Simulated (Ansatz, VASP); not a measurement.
## Na: VASP beside Ansatz

The input POSCAR:

```
Na
1.0
   -2.0676041995      2.0676041995      2.0676041995
    2.0676041995     -2.0676041995      2.0676041995
    2.0676041995      2.0676041995     -2.0676041995
Na
1
Direct
    0.0000000000      0.0000000000      0.0000000000
```

Contents of INCAR.step1:

```
SYSTEM = Na
PREC = Accurate ; ENCUT = 520
ISMEAR = 0 ; SIGMA = 0.1
LREAL = .FALSE. ; LASPH = .TRUE.
NELM = 60 ; NBANDS = 10
GGA = PE ; ALGO = Normal
EDIFF = 1E-4 ; LWAVE = .TRUE.
LCHARG = .FALSE.
```

The input INCAR.step2:

```
SYSTEM = Na
PREC = Accurate ; ENCUT = 520
EDIFF = 1E-7 ; ISMEAR = 0
SIGMA = 0.1 ; LREAL = .FALSE.
LASPH = .TRUE. ; NELM = 60
ALGO = Normal ; ISIF = 2
LWAVE = .FALSE. ; LCHARG = .FALSE.
METAGGA = R2SCAN ; LMIXTAU = .TRUE.
NBANDS = 10 ; ISTART = 1
```

The input KPOINTS:

```
Automatic mesh
0
G
  14 14 14
  0 0 0
```

Input for Ansatz:

```yaml
crystal:
  lattice:
    - [-2.0676041995, 2.0676041995, 2.0676041995]
    - [2.0676041995, -2.0676041995, 2.0676041995]
    - [2.0676041995, 2.0676041995, -2.0676041995]
  atoms:
    - { symbol: Na, position: [0.0, 0.0, 0.0] }
basis:
  ecutwfc: 500
kpoints:
  mp_grid: { grid: [14, 14, 14] }
hamiltonian:
  xc: r2scan
scf:
  occupations: { method: gaussian, width: 0.1 }
output:
  forces: true
  stress: true
  eigenvalues: true
```

Alike in both runs: task single point; functional r2SCAN; k mesh 14 × 14 × 14; occupations gaussian, width 0.1 eV; no spin polarisation.

```csv
,VASP,Ansatz
version,VASP 6.6.1,Ansatz 0.2.0
potentials or method,"VASP PAW PBE potentials, release 64 (Na_pv), cutoff 520 eV","scalar-relativistic, plane waves, PAW"
valence electrons in the cell,7,9
```

|  | VASP | Ansatz | Ansatz less VASP |
| --- | --- | --- | --- |
| gap on the k mesh at the Fermi level (eV) | none | none | - |
| pressure (GPa) | 0.6 | 0.5 | -0.01 |

VASP's potentials were made for PBE, not for r2SCAN. A gap of «none» marks a metal or a gap that the smearing closes. VASP's potentials hold 7 valence electrons a cell and Ansatz's 9, so a difference there can come from the potentials and not from the codes.
